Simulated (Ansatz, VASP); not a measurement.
## One calculation of Mg3SnO, two programs

File INCAR:

```
SYSTEM = Mg3SnO
  ALGO = Normal
  EDIFF = 1E-7
  ENCUT = 520
  GGA = PE
  ISIF = 2
  ISMEAR = -1
  LASPH = .TRUE.
  LCHARG = .FALSE.
  LREAL = .FALSE.
  LWAVE = .FALSE.
  NBANDS = 21
  NELM = 60
  PREC = Accurate
  SIGMA = 0.02
```

Contents of KPOINTS:

```
k-points
0
G
  6 6 6
  0 0 0
```

POSCAR

```
Mg3SnO
1.0
    4.3451295609      0.0000000000      0.0000000000
    0.0000000000      4.3451295609      0.0000000000
    0.0000000000      0.0000000000      4.3451295609
Sn O Mg
1 1 3
Direct
    0.0000000000      0.0000000000      0.0000000000
    0.5000000000      0.5000000000      0.5000000000
    0.5000000000      0.5000000000      0.0000000000
    0.5000000000      0.0000000000      0.5000000000
    0.0000000000      0.5000000000      0.5000000000
```

Input for Ansatz:

```yaml
crystal:
  lattice:
    - [4.3451295609, 0.0, 0.0]
    - [0.0, 4.3451295609, 0.0]
    - [0.0, 0.0, 4.3451295609]
  atoms:
    - { symbol: Sn, position: [0.0, 0.0, 0.0] }
    - { symbol: O, position: [0.5, 0.5, 0.5] }
    - { symbol: Mg, position: [0.5, 0.5, 0.0] }
    - { symbol: Mg, position: [0.5, 0.0, 0.5] }
    - { symbol: Mg, position: [0.0, 0.5, 0.5] }
kpoints:
  mp_grid: { grid: [6, 6, 6] }
  band_path:
    path:
      - [0.0, 0.0, 0.0]
      - [0.0, 0.5, 0.0]
      - [0.5, 0.5, 0.0]
      - [0.5, 0.5, 0.5]
      - [0.35, 0.5, 0.0]
      - [0.5, 0.5, 0.15]
    npoints: 1
hamiltonian:
  xc: pbe
scf:
  occupations: { method: fermi_dirac, width: 0.02 }
  n_extra_bands: 5
output:
  forces: true
  stress: true
  eigenvalues: true
```

Alike in both runs: task single point; functional PBE; k mesh 6 × 6 × 6; occupations fermi-dirac, width 0.02 eV; no spin polarisation.

|  | VASP | Ansatz |
| --- | --- | --- |
| version | VASP 6.6.1 | Ansatz 0.2.0 |
| potentials or method | VASP PAW PBE potentials, release 64 (Sn_d, O, Mg) | plane waves, PAW |
| plane-wave cutoff (eV) | 520 | 420 |
| valence electrons in the cell | 26 | 50 |

|  | VASP | Ansatz | Ansatz less VASP |
| --- | --- | --- | --- |
| pressure (GPa) | 2.0 | 2.3 | +0.34 |

The functional is the same, so the differences come from potentials, cutoffs and numerics. VASP's potentials hold 26 valence electrons a cell and Ansatz's 50, so a difference there can come from the potentials and not from the codes.
